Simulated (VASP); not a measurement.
A run of VASP 6.6.1 is set up as follows.

INCAR

```
SYSTEM = Cl
ALGO     = Normal         ! electronic algorithm
EDIFF    = 1E-6           ! SCF threshold, eV
ENCUT    = 520            ! plane-wave cutoff, eV
GGA      = PE             ! functional
ISIF     = 2              ! what is computed and relaxed
ISMEAR   = -1             ! smearing method
LASPH    = .TRUE.         ! aspherical terms in the spheres
LCHARG   = .FALSE.        ! write CHGCAR
LREAL    = .FALSE.        ! projectors in reciprocal space
LWAVE    = .FALSE.        ! write WAVECAR
NBANDS   = 14             ! bands
NELM     = 80             ! most SCF steps
PREC     = Accurate       ! precision mode
SIGMA    = 0.1            ! smearing width, eV
```

KPOINTS

```
k-points
0
G
  11 11 11
  0 0 0
```

The input POSCAR:

```
Cl
1.0
    0.0000000000      2.7332512072      2.7332512072
    2.7332512072      0.0000000000      2.7332512072
    2.7332512072      2.7332512072      0.0000000000
Cl
2
Direct
   -0.1250000000     -0.1250000000     -0.1250000000
    0.1250000000      0.1250000000      0.1250000000
```

Potentials or basis: VASP PAW PBE potentials, release 64 (Cl).

The run is started by

```sh
$ cat potpaw_PBE.64/Cl/POTCAR > POTCAR
$ mpirun -np 1 vasp_std > vasp.out
```

Predict the band gap on the k mesh.

zero (bands 7 and 8 overlap by 2.97 eV).

Predict the pressure.

27.6 GPa.

Caveat: the cell stands under pressure.
